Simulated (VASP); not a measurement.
# ErBe3Pd (Pm-3m) in VASP: further runs

ErBe3Pd is run at these levels: PBE; tasks: single point, relaxation of cell and atoms.

All numbers are computed with VASP 6.6.1; they aren't measurements. Logs are shortened: lines on timing, memory, paths and dates and some standing lists are left out, and cuts for length are marked.

### 1 The cell of the first run

Symmetry: Pm-3m, No. 221, cubic system. Conventional cell: a = 4.750 Å, b = 4.750 Å, c = 4.750 Å, α = 90.00°, β = 90.00°, γ = 90.00°. Er (site symmetry m-3m) has 6 Be at 2.38 Å within 3.1 Å. Be (site symmetry 4/mmm) has 2 Er at 2.38 Å within 3.1 Å. Within 4.4 Å of Pd (site symmetry m-3m) lie 12 Be at 3.36 Å and 8 Er at 4.11 Å.

The cell was built from a structure type or drawn by symmetry, and may not be a known phase.

### 2 Single point, PBE, collinear spin

Input file INCAR:

```
PREC = Accurate
ENCUT = 600
EDIFF = 1E-6
ISMEAR = 0
SIGMA = 0.1
LREAL = False
LASPH = True
NELM = 200
ALGO = Normal
ISIF = 2
LWAVE = False
LCHARG = False
ISPIN = 2
MAGMOM = 0 0 0 0 1
LORBIT = 11
LMAXMIX = 6
GGA = PE
NBANDS = 24
GGA_COMPAT = False
```

Input file KPOINTS:

```
regular mesh
0
Gamma
  4 4 4
```

Input file POSCAR:

```
ErBe3Pd
1.0
    4.7500368528      0.0000000000      0.0000000000
    0.0000000000      4.7500368528      0.0000000000
    0.0000000000      0.0000000000      4.7500368528
Er Be Pd
1 3 1
Direct
    0.5000000000      0.5000000000      0.5000000000
    0.5000000000      0.5000000000      0.0000000000
    0.0000000000      0.5000000000      0.5000000000
    0.5000000000      0.0000000000      0.5000000000
    0.0000000000      0.0000000000      0.0000000000
```

Potentials or basis: VASP PAW PBE potentials, release 64 (Er_3, Be, Pd), 4f in core.

Command:

```bash
$ cat potpaw_PBE.64/Er_3/POTCAR potpaw_PBE.64/Be/POTCAR potpaw_PBE.64/Pd/POTCAR > POTCAR
$ mpirun -np 1 vasp_std > vasp.out
```

OUTCAR:

```text
PREC = Accurate
   ENCUT = 600
   EDIFF = 1E-6
   ISMEAR = 0
   LREAL = False
   LASPH = True
   NELM = 200
   ISIF = 2
   ISPIN = 2
   LORBIT = 11
   GGA = PE

 ion  position               nearest neighbor table
   1  0.500  0.500  0.500-   2 2.38   3 2.38   4 2.38   2 2.38   4 2.38   3 2.38
   2  0.500  0.500  0.000-   1 2.38   1 2.38
   3  0.000  0.500  0.500-   1 2.38   1 2.38
   4  0.500  0.000  0.500-   1 2.38   1 2.38
   5  0.000  0.000  0.000-

  LATTYP: Found a simple cubic cell.
 ALAT       =     4.7500368528

  Lattice vectors:

 A1 = (   4.7500368528,   0.0000000000,   0.0000000000)
 A2 = (   0.0000000000,   4.7500368528,   0.0000000000)
 A3 = (   0.0000000000,   0.0000000000,   4.7500368528)

Analysis of symmetry for initial positions (statically):
=====================================================================
 Subroutine PRICEL returns:
 Original cell was already a primitive cell.

 Routine SETGRP: Setting up the symmetry group for a
 simple cubic supercell.

 Subroutine GETGRP returns: Found 48 space group operations
 (whereof 48 operations were pure point group operations)
 out of a pool of 48 trial point group operations.

The static configuration has the point symmetry O_h .

Analysis of symmetry for dynamics (positions and initial velocities):
=====================================================================
 Subroutine PRICEL returns:
 Original cell was already a primitive cell.

 Routine SETGRP: Setting up the symmetry group for a
 simple cubic supercell.

 Subroutine GETGRP returns: Found 48 space group operations
 (whereof 48 operations were pure point group operations)
 out of a pool of 48 trial point group operations.

The dynamic configuration has the point symmetry O_h .

Analysis of structural, dynamic, and magnetic symmetry:
=====================================================================
 Subroutine PRICEL returns:
 Original cell was already a primitive cell.

 Routine SETGRP: Setting up the symmetry group for a
 simple cubic supercell.

 Subroutine GETGRP returns: Found 48 space group operations
 (whereof 48 operations were pure point group operations)
 out of a pool of 48 trial point group operations.

The overall configuration has the point symmetry O_h .

 Subroutine INISYM returns: Found 48 space group operations
 (whereof 48 operations are pure point group operations),
 and found     1 'primitive' translations

----------------------------------------------------------------------------------------

                                     Primitive cell

  volume of cell :     107.1744

  direct lattice vectors                    reciprocal lattice vectors
     4.750036853  0.000000000  0.000000000     0.210524682  0.000000000  0.000000000
     0.000000000  4.750036853  0.000000000     0.000000000  0.210524682  0.000000000
     0.000000000  0.000000000  4.750036853     0.000000000  0.000000000  0.210524682

  length of vectors
     4.750036853  4.750036853  4.750036853     0.210524682  0.210524682  0.210524682

  position of ions in fractional coordinates (direct lattice)
     0.500000000  0.500000000  0.500000000
     0.500000000  0.500000000  0.000000000
     0.000000000  0.500000000  0.500000000
     0.500000000  0.000000000  0.500000000
     0.000000000  0.000000000  0.000000000

  ion indices of the primitive-cell ions
   primitive index   ion index
                 1           1
                 2           2
                 3           3
                 4           4
                 5           5

----------------------------------------------------------------------------------------

 KPOINTS: regular mesh

Automatic generation of k-mesh.
 Grid dimensions read from file:
 generate k-points for:    4    4    4

 Generating k-lattice:

  Cartesian coordinates                     Fractional coordinates (reciprocal lattice)
     0.052631171  0.000000000  0.000000000     0.250000000  0.000000000  0.000000000
     0.000000000  0.052631171  0.000000000     0.000000000  0.250000000  0.000000000
     0.000000000  0.000000000  0.052631171     0.000000000  0.000000000  0.250000000

  Length of vectors
     0.052631171  0.052631171  0.052631171

  Shift w.r.t. Gamma in fractional coordinates (k-lattice)
     0.000000000  0.000000000  0.000000000

 Subroutine IBZKPT returns following result:
 ===========================================

 Found     10 irreducible k-points:

 Following reciprocal coordinates:
            Coordinates               Weight
  0.000000  0.000000  0.000000      1.000000
  0.250000  0.000000  0.000000      6.000000
  0.500000  0.000000  0.000000      3.000000
  0.250000  0.250000  0.000000     12.000000
  0.500000  0.250000  0.000000     12.000000
  0.500000  0.500000  0.000000      3.000000
  0.250000  0.250000  0.250000      8.000000
  0.500000  0.250000  0.250000     12.000000
  0.500000  0.500000  0.250000      6.000000
  0.500000  0.500000  0.500000      1.000000
   k-points           NKPTS =     10   k-points in BZ     NKDIM =     10   number of bands    NBANDS=     24
   number of dos      NEDOS =    301   number of ions     NIONS =      5
   total plane-waves  NPLWV =  64000
   dimension x,y,z NGX =    40 NGY =   40 NGZ =   40
   dimension x,y,z NGXF=    80 NGYF=   80 NGZF=   80
   ions per type =               1   3   1
   NGX,Y,Z   is equivalent  to a cutoff of  14.00, 14.00, 14.00 a.u.
   NGXF,Y,Z  is equivalent  to a cutoff of  28.00, 28.00, 28.00 a.u.
 SYSTEM =  unknown system
   PREC   = accura    normal or accurate (medium, high low for compatibility)
   ISTART =      0    job   : 0-new  1-cont  2-samecut
   ICHARG =      2    charge: 1-file 2-atom 10-const
   ISPIN  =      2    spin polarized calculation?
   LNONCOLLINEAR =      F non collinear calculations
   LSORBIT =      F    spin-orbit coupling
   LASPH  =      T    aspherical Exc in radial PAW
   ENCUT  =  600.0 eV  44.10 Ry    6.64 a.u.   9.49  9.49  9.49*2*pi/ulx,y,z
   NELM   =    200;   NELMIN=  2; NELMDL= -5     # of ELM steps
   EDIFF  = 0.1E-05   stopping-criterion for ELM
   LREAL  =      F    real-space projection
   EDIFFG = 0.1E-04   stopping-criterion for IOM
   NSW    =      0    number of steps for IOM
   IBRION =     -1    ionic relax: 0-MD 1-quasi-New 2-CG
   NFREE  =      0    steps in history (QN), initial steepest desc. (CG)
   ISIF   =      2    stress and relaxation
   ISYM   =      2    0-nonsym 1-usesym 2-fastsym
   POTIM  = 0.5000    time-step for ionic-motion
   TEBEG  =    0.0;   TEEND  =   0.0 temperature during run
   PSTRESS=    0.0 pullay stress
   NELECT =      25.0000    total number of electrons
   NUPDOWN=      -1.0000    fix difference up-down
   EMIN   =  10.00;   EMAX   =-10.00  energy-range for DOS
   EFERMI =   0.00;   METHOD = LEGACY
   ISMEAR =     0;   SIGMA  =   0.10  broadening in eV -4-tet -1-fermi 0-gaus
   EFERMI_NEDOS =   21; number of points for ismear=-14 and -15
   IALGO  =     38    algorithm
   IMIX   =      4    mixing-type and parameters
     AMIX     =   0.40;   BMIX     =  1.00
     AMIX_MAG =   1.60;   BMIX_MAG =  1.00
  volume/ion in A,a.u.               =      21.43       144.65
  Fermi-wavevector in a.u.,A,eV,Ry     =   1.007762  1.904394 13.817855  1.015584
  Thomas-Fermi vector in A             =   2.140587
   LORBIT       =     11    0 simple, 1 ext, 2 COOP (PROOUT), +10 PAW based schemes
   GGA     = PE    functional components
   LHFCALC =     F    Hartree Fock is set to
   AEXX    =    0.0000 exact exchange contribution
   IVDW    =     0    specifies the selected vdW correction
   LEPSILON=     F    determine dielectric tensor
   LRPA    =     F    only Hartree local field effects (RPA)
 spin polarized calculation
 Gauss-broadening in eV      SIGMA  =   0.10
  energy-cutoff  :      600.00
  volume of cell :      107.17
 maximum number of plane-waves:      3695
 NGX is ok and might be reduce to    40
   NGX = 19   NGY = 19   NGZ = 19

 number of electron      24.9999994 magnetization       0.0860084

 number of electron      24.9999995 magnetization      -0.0002747

 Free energy of the ion-electron system (eV)
  ---------------------------------------------------
  ext. energy  EPLUGINS =         0.00000000
  ---------------------------------------------------
  free energy    TOTEN  =       -10.98810802 eV

  energy without entropy =      -10.96799964  energy(sigma->0) =      -10.97805383

 E-fermi :   1.8684     XC(G=0):  -8.9916

 val. band max:        1.8365789637   @ k =   0.2500   0.0000   0.0000
 cond. band min:       1.9292335183   @ k =   0.2500   0.2500   0.2500
 fundamental gap:      0.0926545546
 Fermi energy:         1.8683785264

 spin component 1

 k-point     1 :       0.0000    0.0000    0.0000
  band No.  band energies     occupation
      1     -21.7998      1.00000
      2     -21.7998      1.00000
      3     -21.7998      1.00000
      4      -3.6463      1.00000
      5      -0.3380      1.00000
      6      -0.3380      1.00000
[... 259 lines left out ...]
     23       8.4041      0.00000
     24       8.4041      0.00000
 Fermi energy:         1.8683785264

 spin component 2

 k-point     1 :       0.0000    0.0000    0.0000
  band No.  band energies     occupation
      1     -21.7999      1.00000
      2     -21.7999      1.00000
      3     -21.7999      1.00000
      4      -3.6464      1.00000
      5      -0.3380      1.00000
      6      -0.3380      1.00000
[... 259 lines left out ...]
     23       8.4041      0.00000
     24       8.4041      0.00000

------------------------ aborting loop because EDIFF is reached ----------------------------------------

  FORCE on cell =-STRESS in cart. coord.  units (eV):
  Direction    XX          YY          ZZ          XY          YZ          ZX
  --------------------------------------------------------------------------------------
  -------------------------------------------------------------------------------------
  Total        0.3960064      0.3960064      0.3960064     -0.0000000     -0.0000000      0.0000000
  in kB        5.9200021      5.9200021      5.9200021     -0.0000000     -0.0000000      0.0000000
  external PRESSURE =       5.9200021 kB  Pullay stress =       0.0000000 kB

 VOLUME and BASIS-vectors are now :
 -----------------------------------------------------------------------------
  energy-cutoff  :      600.00
  volume of cell :      107.17
      direct lattice vectors                 reciprocal lattice vectors
     4.750036853  0.000000000  0.000000000     0.210524682  0.000000000  0.000000000
     0.000000000  4.750036853  0.000000000     0.000000000  0.210524682  0.000000000
     0.000000000  0.000000000  4.750036853     0.000000000  0.000000000  0.210524682

 POSITION                                       TOTAL-FORCE (eV/Angst)
 -----------------------------------------------------------------------------------
      2.37502      2.37502      2.37502         0.000000      0.000000      0.000000
      2.37502      2.37502      0.00000         0.000000      0.000000      0.000000
      0.00000      2.37502      2.37502         0.000000      0.000000      0.000000
      2.37502      0.00000      2.37502         0.000000      0.000000      0.000000
      0.00000      0.00000      0.00000         0.000000      0.000000      0.000000
 -----------------------------------------------------------------------------------
    total drift:                               -0.000000      0.000000     -0.000000

  FREE ENERGIE OF THE ION-ELECTRON SYSTEM (eV)
  ---------------------------------------------------
  free  energy   TOTEN  =       -10.9881080210 eV

  energy  without entropy=      -10.9679996421  energy(sigma->0) =      -10.97805383

 total charge

# of ion       s       p       d       tot
------------------------------------------
    1        0.680   6.583   1.892   9.155
    2        0.529   0.343   0.000   0.872
    3        0.529   0.343   0.000   0.872
    4        0.529   0.343   0.000   0.872
    5        0.246   0.116   8.509   8.871
--------------------------------------------------
tot          2.513   7.727  10.401  20.642

 magnetization (x)

# of ion       s       p       d       tot
------------------------------------------
    1       -0.000  -0.000  -0.000  -0.000
    2       -0.000  -0.000   0.000  -0.000
    3       -0.000  -0.000   0.000  -0.000
    4       -0.000  -0.000   0.000  -0.000
    5        0.000  -0.000   0.000   0.000
--------------------------------------------------
tot         -0.000  -0.000  -0.000  -0.000
```

Run time: 60 s. Hardware: 1 thread of AMD EPYC 9R45 (Zen 5), shared host; peak memory 0.27 GiB.

What came out:

```yaml
Free_energy: -10.9881 eV
Pressure: 0.6 GPa
Net_moment: 0.00 μB per cell
Valence_electrons_inside_the_program's_atomic_spheres: Er 9.15; Be 0.87; Pd 8.87
```

Levels at points of the mesh, in eV from the Fermi level:
Spin up:
| k point | band 9 | band 10 | band 11 | band 12 | band 13 | band 14 | band 15 | band 16 |
| --- | --- | --- | --- | --- | --- | --- | --- | --- |
| (0.00, 0.00, 0.00) | -1.29 | -0.59 | -0.59 | 0.65 | 0.65 | 0.65 | 2.94 | 2.94 |
| (0.50, 0.00, 0.00) | -1.39 | -1.25 | -1.04 | -0.10 | 0.39 | 0.39 | 2.40 | 2.40 |
| (0.50, 0.50, 0.00) | -1.59 | -1.10 | -0.92 | -0.68 | -0.31 | 0.16 | 1.30 | 1.30 |
| (0.50, 0.50, 0.50) | -1.57 | -1.57 | -1.08 | -1.08 | 0.20 | 0.20 | 0.41 | 0.41 |
Spin down:
```
           k point  band 8  band 9  band 10  band 11  band 12  band 13  band 14  band 15  band 16  band 17
(0.00, 0.00, 0.00)   -1.29   -1.29    -0.59    -0.59     0.65     0.65     0.65     2.94     2.94     2.94
(0.50, 0.00, 0.00)   -1.51   -1.39    -1.25    -1.04    -0.10     0.39     0.39     2.40     2.40     2.90
(0.50, 0.50, 0.00)   -1.59   -1.59    -1.10    -0.92    -0.68    -0.31     0.16     1.30     1.30     3.48
(0.50, 0.50, 0.50)   -1.57   -1.57    -1.57    -1.08    -1.08     0.20     0.20     0.41     0.41     0.41
```

Caveat: the magnetic or orbital state may not be the lowest; spin-orbit coupling is left out, which moves the levels of the heavy elements; the 4f electrons are frozen in the core, so they carry no moment and show no levels.

### 3 Relaxation of cell and atoms, PBE

Input file INCAR:

```
ALGO = Normal ; EDIFF = 1E-7
EDIFFG = -0.01 ; ENCUT = 600
GGA = PE ; GGA_COMPAT = F
IBRION = 2 ; ISIF = 3
ISMEAR = 0 ; LASPH = T
LCHARG = F ; LMAXMIX = 6
LREAL = F ; LWAVE = F
NELM = 200 ; NELMIN = 4
NSW = 100 ; PREC = Accurate
SIGMA = 0.1
```

Input file KPOINTS:

```
k-points
0
Gamma
  8 8 8
```

POSCAR is that of step 2.

Potentials or basis: VASP PAW PBE potentials, release 64 (Er_3, Be, Pd), 4f in core.

Command:

```bash
$ cat potpaw_PBE.64/Er_3/POTCAR potpaw_PBE.64/Be/POTCAR potpaw_PBE.64/Pd/POTCAR > POTCAR
$ mpirun -np 1 vasp_std > vasp.out
```

Run time: 2.1 min. Hardware: 1 thread of AMD EPYC 9R45 (Zen 5), shared host; peak memory 0.28 GiB.

The run converged. Its results:

```
Free energy                           : -10.9853 eV
Relaxed volume                        : 22.21 Å³/atom
Relaxed cell                          : a = 4.806 Å, b = 4.806 Å, c = 4.806 Å, α = 90.00°, β = 90.00°, γ = 90.00°
Space group after relaxing (to 0.1 Å) : Pm-3m (No. 221)
Energy gained by relaxing             : 1.8 meV/atom
Ionic steps                           : 3
Pressure after relaxing               : 0.0 GPa
Band gap on the k mesh                : zero (an odd number of electrons rules out a gap without spin polarisation)
```

Step by step:
| step | energy change (eV) | largest force (eV/Å) | pressure (GPa) | volume (Å³) |
| --- | --- | --- | --- | --- |
| 1 | 0.0000 | 0.0000 | 0.78 | 107.17 |
| 2 | -0.0060 | 0.0000 | 0.44 | 108.79 |
| 3 | -0.0091 | 0.0000 | 0.04 | 111.03 |

Final structure:
```
Er Be Pd
1.0
     4.80639    0.00000    0.00000
     0.00000    4.80639    0.00000
     0.00000    0.00000    4.80639
Er Be Pd
1 3 1
Direct
  0.50000 0.50000 0.50000
  0.50000 0.50000 0.00000
  0.00000 0.50000 0.50000
  0.50000 0.00000 0.50000
  0.00000 0.00000 0.00000
```

Levels at points of the mesh, in eV from the Fermi level:
| k point | band 9 | band 10 | band 11 | band 12 | band 13 | band 14 | band 15 | band 16 |
| --- | --- | --- | --- | --- | --- | --- | --- | --- |
| (0.00, 0.00, 0.00) | -1.25 | -0.64 | -0.64 | 0.58 | 0.58 | 0.58 | 2.85 | 2.85 |
| (0.50, 0.00, 0.00) | -1.46 | -1.22 | -1.03 | -0.16 | 0.39 | 0.39 | 2.24 | 2.24 |
| (0.50, 0.50, 0.00) | -1.55 | -1.08 | -0.91 | -0.71 | -0.39 | 0.11 | 1.24 | 1.24 |
| (0.50, 0.50, 0.50) | -1.51 | -1.51 | -1.06 | -1.06 | 0.14 | 0.14 | 0.27 | 0.27 |

Caveat: spin-orbit coupling is left out, which moves the levels of the heavy elements; the 4f electrons are frozen in the core, so they carry no moment and show no levels. Spin polarisation is off, so any magnetic state and its effect on volume and gap are missing.
